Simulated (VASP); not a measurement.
Input of a VASP 6.6.1 run:

POSCAR

```
C
1.0
    1.1666250292      0.6735512746      3.2633355684
   -1.1666250292      0.6735512746      3.2633355684
    0.0000000000     -1.3471025493      3.2633355684
C
2
Direct
    0.1640000000      0.1640000000      0.1640000000
    0.8360000000      0.8360000000      0.8360000000
```

Contents of INCAR.step1:

```
SYSTEM = C
PREC = Accurate ; ENCUT = 520
ISMEAR = 0 ; SIGMA = 0.05
LREAL = .FALSE. ; LASPH = .TRUE.
NELM = 80 ; NBANDS = 11
GGA = PE ; ALGO = Normal
EDIFF = 1E-4 ; LWAVE = .TRUE.
LCHARG = .FALSE.
```

INCAR.step2

```
SYSTEM = C
PREC = Accurate ; ENCUT = 520
EDIFF = 1E-7 ; ISMEAR = 0
SIGMA = 0.05 ; LREAL = .FALSE.
LASPH = .TRUE. ; NELM = 80
ALGO = Normal ; ISIF = 2
LWAVE = .FALSE. ; LCHARG = .FALSE.
METAGGA = R2SCAN ; LMIXTAU = .TRUE.
NBANDS = 11 ; ISTART = 1
```

File KPOINTS:

```
Automatic mesh
0
G
  12 12 12
  0 0 0
```

Potentials or basis: VASP PAW PBE potentials, release 64 (C).

Launch:

```console
$ cat potpaw_PBE.64/C/POTCAR > POTCAR
$ cp INCAR.step1 INCAR
$ mpirun -np 1 vasp_std > vasp.out
$ cp INCAR.step2 INCAR
$ mpirun -np 1 vasp_std > vasp.out
```

Q: Estimate the pressure.

A: 57.2 GPa.

Q: What does it give for the largest force?

A: 0.821 eV/Å.

Stress tensor (GPa, compression positive):
```
84.97  0.00  0.00
 0.00 84.97  0.00
 0.00  0.00  1.61
```

Caveat: the cell differs from its parent crystal (strain -0.050 along x and y, -0.025 along z); the stress differs along the axes, from 2 to 85 GPa; the PAW data sets were made with another functional, which shifts forces and pressure a little.
